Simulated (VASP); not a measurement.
Input of a VASP 6.6.1 run:

File INCAR:

```
SYSTEM = B
ALGO     = Normal         ! electronic algorithm
EDIFF    = 1E-7           ! SCF threshold, eV
EDIFFG   = -0.04          ! ionic threshold
ENCUT    = 600            ! plane-wave cutoff, eV
GGA      = PE             ! functional
IBRION   = 2              ! ionic algorithm
ISIF     = 3              ! what is computed and relaxed
ISMEAR   = 0              ! smearing method
LASPH    = .TRUE.         ! aspherical terms in the spheres
LCHARG   = .FALSE.        ! write CHGCAR
LREAL    = .FALSE.        ! projectors in reciprocal space
LWAVE    = .FALSE.        ! write WAVECAR
NELM     = 100            ! most SCF steps
NSW      = 90             ! ionic steps
PREC     = Accurate       ! precision mode
SIGMA    = 0.1            ! smearing width, eV
```

Contents of KPOINTS:

```
k-points
0
G
  4 4 4
  0 0 0
```

File POSCAR:

```
B
1.0
    5.3564514400      0.0000000000      0.0000000000
    0.0000000000      5.3564514400      0.0000000000
    0.0000000000      0.0000000000      3.9713836000
B
12
Direct
    0.1308502600      0.3985815800      0.9007848200
    0.8691497400      0.6014184200      0.4007848200
    0.6014184200      0.1308502600      0.6507848200
    0.3985815800      0.8691497400      0.1507848200
    0.8691497400      0.3985815800      0.0992151800
    0.1308502600      0.6014184200      0.5992151800
    0.3985815800      0.1308502600      0.3492151800
    0.6014184200      0.8691497400      0.8492151800
    0.6181729100      0.6181729100      0.6250000000
    0.3818270900      0.3818270900      0.1250000000
    0.3818270900      0.6181729100      0.3750000000
    0.6181729100      0.3818270900      0.8750000000
```

Potentials or basis: VASP PAW PBE potentials, release 64 (B).

Run with:

```console
$ cat potpaw_PBE.64/B/POTCAR > POTCAR
$ mpirun -np 1 vasp_std > vasp.out
```

Task: What does it give for the band gap on the k mesh?

Result: Zero (bands 18 and 19 overlap by 1.83 eV).

Task: Predict the relaxed cell.

Result: a = 6.230 Å, b = 6.230 Å, c = 3.447 Å, α = 90.00°, β = 90.00°, γ = 90.00°.

Task: Estimate the space group after relaxing (to 0.1 Å).

Result: P4_322 (No. 95).

Final structure:
```
CELL_PARAMETERS angstrom
6.23045 0.00000 0.00000
0.00000 6.23045 0.00000
0.00000 0.00000 3.44654
ATOMIC_POSITIONS crystal
B 0.12788 0.41116 0.97554
B 0.87212 0.58884 0.47554
B 0.58884 0.12788 0.72554
B 0.41116 0.87212 0.22554
B 0.87212 0.41116 0.02446
B 0.12788 0.58884 0.52446
B 0.41116 0.12788 0.27446
B 0.58884 0.87212 0.77446
B 0.62374 0.62374 0.62500
B 0.37626 0.37626 0.12500
B 0.37626 0.62374 0.37500
B 0.62374 0.37626 0.87500
```

Caveat: the k points lie up to 0.46 Å⁻¹ apart in the final cell, too coarse for converged energies and pressures of a metal.
